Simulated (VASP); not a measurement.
Mn, 1 atom in the cell. The structure is cubic, space group Fm-3m (No. 225). The conventional cell has a = 3.527 Å, b = 3.527 Å, c = 3.527 Å, α = 90.00°, β = 90.00°, γ = 90.00°. Mn (site symmetry m-3m) has 12 Mn at 2.49 Å within 3.3 Å. 

- Program: VASP 6.6.1
- Task: single point
- Functional: PBE
- Potentials or basis: VASP PAW PBE potentials, release 64 (Mn_pv)
- Cutoff: 520 eV
- k mesh: 18 × 18 × 18
- Occupations: fermi-dirac, width 0.0612256 eV
- Spin: no spin polarisation
- Dipole correction: no
- Further INCAR settings: ALGO = Normal; EDIFF = 1e-06; NBANDS = 12

Potentials or basis: VASP PAW PBE potentials, release 64 (Mn_pv).

The run is started by

```bash
$ cat potpaw_PBE.64/Mn_pv/POTCAR > POTCAR
$ mpirun -np 1 vasp_std > vasp.out
```

Hardware: 1 thread of Intel(R) Xeon(R) Platinum 8259CL CPU @ 2.50GHz (Skylake/Cascade Lake) (shared host).

Task: Estimate the wall time of this run.

Result: Wall time 25 s on 1 thread of Intel(R) Xeon(R) Platinum 8259CL CPU @ 2.50GHz (Skylake/Cascade Lake), on a shared host, peak memory 0.14 GiB. Counts: scf iterations 12, k points 195.
